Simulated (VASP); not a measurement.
Write the native input for VASP 6.6.1 that does the following.

| Property | Result |
| --- | --- |
| Task | single point |
| Functional | PBE |
| Potentials or basis | VASP PAW PBE potentials, release 64 (Ge_d) |
| Cutoff | 520 eV |
| k mesh | 6 × 6 × 1 |
| Occupations | gaussian, width 0.2 eV |
| Spin | no spin polarisation |
| Dipole correction | no |
| Further INCAR settings | ALGO = Normal; EDIFF = 1e-06; NBANDS = 96 |

The structure of Ge lies in POSCAR:

```
Ge
1.0
    4.0768134057     -0.0011732047      0.0004766439
   -2.0394033262      3.5322787391      0.0028385897
    0.0020599166      0.0201738814     19.9302494559
Ge
12
Direct
   -0.0017721472     -0.0015518374      0.1871316991
    0.0005072146     -0.0016929796      0.6869236430
    0.0001073279      0.0013978552      0.3131317005
    0.0008984217      0.0011571897      0.8128177555
    0.3330885499      0.6664908979      0.5207555594
    0.6670208879      0.3339997532      0.0205696926
    0.3340954837      0.6674669740      0.9791995349
    0.6664327428      0.3334202820      0.4794842566
    0.3338300707      0.6651433401      0.6455290824
    0.6654148478      0.3321755025      0.1455037817
    0.3337335904      0.6675476619      0.8543066754
    0.6666430098      0.3344453604      0.3546466189
```

This isn't the form of Ge at room conditions, which is diamond.

These files were run (other wordings do the same):

INCAR

```
SYSTEM = Ge
PREC = Accurate
ENCUT = 520
EDIFF = 1E-6
ISMEAR = 0
SIGMA = 0.2
LREAL = .False.
LASPH = .True.
NELM = 60
ALGO = Normal
ISIF = 2
LWAVE = .False.
LCHARG = .False.
GGA = PE
NBANDS = 96
```

KPOINTS

```
Automatic mesh
0
Gamma
  6 6 1
  0 0 0
```

Potentials or basis: VASP PAW PBE potentials, release 64 (Ge_d).

Command:

```console
$ cat potpaw_PBE.64/Ge_d/POTCAR > POTCAR
$ mpirun -np 1 vasp_std > vasp.out
```

Results of the run:

- Pressure: 0.0 GPa
- Largest force: 0.012 eV/Å
- Band gap on the k mesh: 0.05 eV

Caveat: the smearing spreads over this small gap; semilocal functionals underestimate gaps, and a narrow one can read as zero.

It took 9 min on 1 thread of Intel(R) Xeon(R) Platinum 8559C (Emerald Rapids), on a shared host, peak memory 0.58 GiB.
